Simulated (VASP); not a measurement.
# Mn (P6_3/mmc) in VASP: single point with PBE

Aim: the single point of Mn with PBE.

Everything below comes from runs of VASP 6.6.1. Logs are shortened: lines on timing, memory, paths and dates and some standing lists are left out, and cuts for length are marked.

## Step 1: The cell of the first run

Symmetry: P6_3/mmc, No. 194, hexagonal system. Conventional cell: a = 2.483 Å, b = 2.483 Å, c = 4.014 Å, α = 90.00°, β = 90.00°, γ = 120.00°. Within 3.3 Å of Mn (site symmetry -6m2) lie 12 Mn at 2.47 to 2.48 Å.

This isn't the form of Mn at room conditions, which is a 58-atom cubic cell.

## Step 2: Single point, PBE, collinear spin, ferromagnetic start

INCAR

```
SYSTEM = Mn
ALGO = Normal
EDIFF = 1E-6
ENCUT = 520
GGA = PE
ISIF = 2
ISMEAR = -1
ISPIN = 2
LASPH = .TRUE.
LCHARG = .FALSE.
LMAXMIX = 4
LORBIT = 11
LREAL = .FALSE.
LWAVE = .FALSE.
MAGMOM = 3 3
NBANDS = 24
NELM = 150
PREC = Accurate
SIGMA = 0.08
```

KPOINTS

```
k-points
0
G
  23 23 13
  0 0 0
```

POSCAR

```
Mn
1.0
    2.4826973646      0.0000000000      0.0000000000
   -1.2413486823      2.1500789876      0.0000000000
    0.0000000000      0.0000000000      4.0140501606
Mn
2
Direct
    0.3333333333      0.6666666667      0.2500000000
    0.6666666667      0.3333333333      0.7500000000
```

Potentials or basis: VASP PAW PBE potentials, release 64 (Mn_pv).

On the command line:

```console
$ cat potpaw_PBE.64/Mn_pv/POTCAR > POTCAR
$ mpirun -np 1 vasp_std > vasp.out
```

OUTCAR:

```text
SYSTEM = Mn
   EDIFF = 1E-6
   ENCUT = 520
   GGA = PE
   ISIF = 2
   ISMEAR = -1
   ISPIN = 2
   LASPH = .TRUE.
   LORBIT = 11
   LREAL = .FALSE.
   NELM = 150
   PREC = Accurate

 ion  position               nearest neighbor table
   1  0.333  0.667  0.250-   2 2.47   2 2.47   2 2.47   2 2.47   2 2.47   2 2.47
   2  0.667  0.333  0.750-   1 2.47   1 2.47   1 2.47   1 2.47   1 2.47   1 2.47

  LATTYP: Found a hexagonal cell.
 ALAT       =     2.4826973646
 C/A-ratio  =     1.6168100945

  Lattice vectors:

 A1 = (   2.4826973646,   0.0000000000,   0.0000000000)
 A2 = (  -1.2413486823,   2.1500789876,   0.0000000000)
 A3 = (   0.0000000000,   0.0000000000,   4.0140501606)

Analysis of symmetry for initial positions (statically):
=====================================================================
 Subroutine PRICEL returns:
 Original cell was already a primitive cell.

 Routine SETGRP: Setting up the symmetry group for a
 hexagonal supercell.

 Subroutine GETGRP returns: Found 24 space group operations
 (whereof 12 operations were pure point group operations)
 out of a pool of 24 trial point group operations.

The static configuration has the point symmetry D_3d.
 The point group associated with its full space group is D_6h.

Analysis of symmetry for dynamics (positions and initial velocities):
=====================================================================
 Subroutine PRICEL returns:
 Original cell was already a primitive cell.

 Routine SETGRP: Setting up the symmetry group for a
 hexagonal supercell.

 Subroutine GETGRP returns: Found 24 space group operations
 (whereof 12 operations were pure point group operations)
 out of a pool of 24 trial point group operations.

The dynamic configuration has the point symmetry D_3d.
 The point group associated with its full space group is D_6h.

Analysis of structural, dynamic, and magnetic symmetry:
=====================================================================
 Subroutine PRICEL returns:
 Original cell was already a primitive cell.

 Routine SETGRP: Setting up the symmetry group for a
 hexagonal supercell.

 Subroutine GETGRP returns: Found 24 space group operations
 (whereof 12 operations were pure point group operations)
 out of a pool of 24 trial point group operations.

The overall configuration has the point symmetry D_3d.
 The point group associated with its full space group is D_6h.

 Subroutine INISYM returns: Found 24 space group operations
 (whereof 12 operations are pure point group operations),
 and found     1 'primitive' translations

----------------------------------------------------------------------------------------

[... 111 lines left out ...]
     AMIX     =   0.40;   BMIX     =  1.00
     AMIX_MAG =   1.60;   BMIX_MAG =  1.00
  volume/ion in A,a.u.               =      10.71        72.30
  Fermi-wavevector in a.u.,A,eV,Ry     =   1.746140  3.299725 41.484209  3.049003
  Thomas-Fermi vector in A             =   2.817691
   LORBIT       =     11    0 simple, 1 ext, 2 COOP (PROOUT), +10 PAW based schemes
   GGA     = PE    functional components
   LHFCALC =     F    Hartree Fock is set to
   AEXX    =    0.0000 exact exchange contribution
   IVDW    =     0    specifies the selected vdW correction
   LEPSILON=     F    determine dielectric tensor
   LRPA    =     F    only Hartree local field effects (RPA)
 spin polarized calculation
  energy-cutoff  :      520.00
  volume of cell :       21.43
 maximum number of plane-waves:       590
   NGX =  9   NGY =  9   NGZ = 15

 number of electron      26.0000026 magnetization       0.0010037

 number of electron      26.0000026 magnetization      -0.0001632

 Free energy of the ion-electron system (eV)
  ---------------------------------------------------
  ext. energy  EPLUGINS =         0.00000000
  ---------------------------------------------------
  free energy    TOTEN  =       -17.91782698 eV

  energy without entropy =      -17.85797215  energy(sigma->0) =      -17.88789956

 E-fermi :  10.4117     XC(G=0): -14.0374

 val. band max:       10.4089495273   @ k =   0.0870  -0.0000   0.0769
 cond. band min:      10.4195146628   @ k =   0.1304   0.1304   0.1538
 fundamental gap:      0.0105651355
 Fermi energy:        10.4116978165

 spin component 1

 k-point     1 :       0.0000    0.0000    0.0000
  band No.  band energies     occupation
      1     -37.8610      1.00000
      2     -37.1974      1.00000
      3     -37.1974      1.00000
      4     -37.0914      1.00000
      5     -37.0914      1.00000
      6     -37.0770      1.00000
[... 637 lines left out ...]
     23      34.7071      0.00000
     24      34.9068      0.00000

 [... further k-points ...]

 spin component 2

 k-point     1 :       0.0000    0.0000    0.0000
  band No.  band energies     occupation
      1     -37.8611      1.00000
      2     -37.1975      1.00000
      3     -37.1975      1.00000
      4     -37.0915      1.00000
      5     -37.0915      1.00000
      6     -37.0771      1.00000
[... 637 lines left out ...]
     23      34.7070      0.00000
     24      34.9068      0.00000

 [... further k-points ...]
[... 5 lines left out ...]
  --------------------------------------------------------------------------------------
  -------------------------------------------------------------------------------------
  Total       -0.0132839     -0.0132839     -0.0361681     -0.0000000      0.0000000      0.0000000
  in kB       -0.9932907     -0.9932907     -2.7044254     -0.0000000      0.0000000      0.0000000
  external PRESSURE =      -1.5636689 kB  Pullay stress =       0.0000000 kB

 VOLUME and BASIS-vectors are now :
 -----------------------------------------------------------------------------
  energy-cutoff  :      520.00
  volume of cell :       21.43
      direct lattice vectors                 reciprocal lattice vectors
     2.482697365  0.000000000  0.000000000     0.402787716  0.232549596  0.000000000
    -1.241348682  2.150078988  0.000000000     0.000000000  0.465099192  0.000000000
     0.000000000  0.000000000  4.014050161     0.000000000  0.000000000  0.249124939

 POSITION                                       TOTAL-FORCE (eV/Angst)
 -----------------------------------------------------------------------------------
     -0.00000      1.43339      1.00351        -0.000000      0.000000      0.000000
      1.24135      0.71669      3.01054         0.000000     -0.000000      0.000000
 -----------------------------------------------------------------------------------
    total drift:                               -0.000000      0.000000     -0.000000

  FREE ENERGIE OF THE ION-ELECTRON SYSTEM (eV)
  ---------------------------------------------------
  free  energy   TOTEN  =       -17.9178269781 eV

  energy  without entropy=      -17.8579721500  energy(sigma->0) =      -17.88789956

 total charge

# of ion       s       p       d       tot
------------------------------------------
    1        0.428   6.402   5.162  11.992
    2        0.428   6.402   5.162  11.992
--------------------------------------------------
tot          0.856  12.803  10.324  23.983

 magnetization (x)

# of ion       s       p       d       tot
------------------------------------------
    1        0.000   0.000  -0.000  -0.000
    2        0.000   0.000  -0.000  -0.000
--------------------------------------------------
tot          0.000   0.000  -0.000  -0.000
```

OSZICAR:

```text
N       E                     dE             d eps       ncg     rms          rms(c)
DAV:   1     0.247350192449E+03    0.24735E+03   -0.14775E+04 38440   0.155E+03
DAV:   2    -0.931857831453E+01   -0.25667E+03   -0.24496E+03 38512   0.401E+02
DAV:   3    -0.191053565627E+02   -0.97868E+01   -0.97368E+01 42136   0.884E+01
DAV:   4    -0.191836433904E+02   -0.78287E-01   -0.78282E-01 41584   0.782E+00
DAV:   5    -0.191847876282E+02   -0.11442E-02   -0.11442E-02 42552   0.958E-01    0.236E+01
DAV:   6    -0.176783039605E+02    0.15065E+01   -0.76298E+00 39504   0.391E+01    0.558E+00
DAV:   7    -0.178610143389E+02   -0.18271E+00   -0.28845E-01 40800   0.583E+00    0.387E+00
DAV:   8    -0.178995678673E+02   -0.38554E-01   -0.10506E-02 42048   0.123E+00    0.161E+00
DAV:   9    -0.179172479353E+02   -0.17680E-01   -0.19156E-02 41544   0.134E+00    0.325E-01
DAV:  10    -0.179177312641E+02   -0.48333E-03   -0.32575E-03 41208   0.598E-01    0.108E-01
DAV:  11    -0.179178153516E+02   -0.84087E-04   -0.84309E-05 40304   0.878E-02    0.531E-02
DAV:  12    -0.179178254716E+02   -0.10120E-04   -0.11264E-05 41816   0.355E-02    0.140E-02
DAV:  13    -0.179178276881E+02   -0.22166E-05   -0.18121E-06 30736   0.146E-02    0.340E-03
DAV:  14    -0.179178269781E+02    0.71002E-06   -0.18456E-07 19600   0.369E-03
   1 F= -.17917827E+02 E0= -.17887900E+02  d E =-.598548E-01  mag=     0.0004
```

Run time: 5.4 min. Hardware: 1 thread of Intel Xeon Platinum 8259CL at 2.50GHz (Skylake/Cascade Lake), shared host; peak memory 0.35 GiB.

Results:

```
Free energy                                           : -17.9178 eV
Pressure                                              : -0.2 GPa
Band gap on the k mesh                                : zero (filled and empty bands overlap)
Net moment                                            : 0.00 μB per cell
Valence electrons inside the program's atomic spheres : Mn 11.99
```

Stress tensor (GPa, compression positive):
```
-0.10  0.00  0.00
 0.00 -0.10  0.00
 0.00  0.00 -0.27
```

Levels at points of the mesh, in eV from the Fermi level:
Spin up:
```csv
k point,band 9,band 10,band 11,band 12,band 13,band 14,band 15,band 16,band 17,band 18
"(0.00, 0.00, 0.00)",-0.96,-0.95,-0.95,-0.48,-0.48,0.04,0.04,0.75,1.61,1.61
```
Spin down:
| k point | band 11 | band 12 | band 13 | band 14 | band 15 | band 16 |
| --- | --- | --- | --- | --- | --- | --- |
| (0.00, 0.00, 0.00) | -0.95 | -0.48 | -0.48 | 0.04 | 0.04 | 0.75 |
